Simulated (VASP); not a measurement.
A run of VASP 6.6.1:

INCAR

```
SYSTEM = CuO
PREC     = Accurate       ! precision mode
ENCUT    = 520            ! plane-wave cutoff, eV
EDIFF    = 1E-6           ! SCF threshold, eV
ISMEAR   = -1             ! smearing method
SIGMA    = 0.05           ! smearing width, eV
LREAL    = .FALSE.        ! projectors in reciprocal space
LASPH    = .TRUE.         ! aspherical terms in the spheres
NELM     = 100            ! most SCF steps
ALGO     = Normal         ! electronic algorithm
ISIF     = 2              ! what is computed and relaxed
LWAVE    = .FALSE.        ! write WAVECAR
LCHARG   = .FALSE.        ! write CHGCAR
GGA      = PS             ! functional
NBANDS   = 25             ! bands
```

KPOINTS

```
Automatic mesh
0
G
  9 9 5
  0 0 0
```

File POSCAR:

```
CuO
1.0
    1.5076574471     -2.3319999387      0.0000000000
    1.5076574471      2.3319999387      0.0000000000
    0.0000000000      0.0000000000      5.1418567050
Cu O
2 2
Direct
    0.5000000000      0.0000000000      0.0000000000
    0.0000000000      0.5000000000      0.5000000000
    0.5000000000      0.5000000000      0.2500000000
    0.5000000000      0.5000000000      0.7500000000
```

Potentials or basis: VASP PAW PBE potentials, release 64 (Cu, O).

The run is started by

```bash
$ cat potpaw_PBE.64/Cu/POTCAR potpaw_PBE.64/O/POTCAR > POTCAR
$ mpirun -np 1 vasp_std > vasp.out
```

Hardware: 1 thread of Intel Xeon 8259CL (shared host).

Q: How long does it take, and how much memory?

A: It took 110 s on 1 thread of Intel Xeon 8259CL, with other jobs on the host, peak memory 0.19 GiB. Counts: scf iterations 15, k points 75.
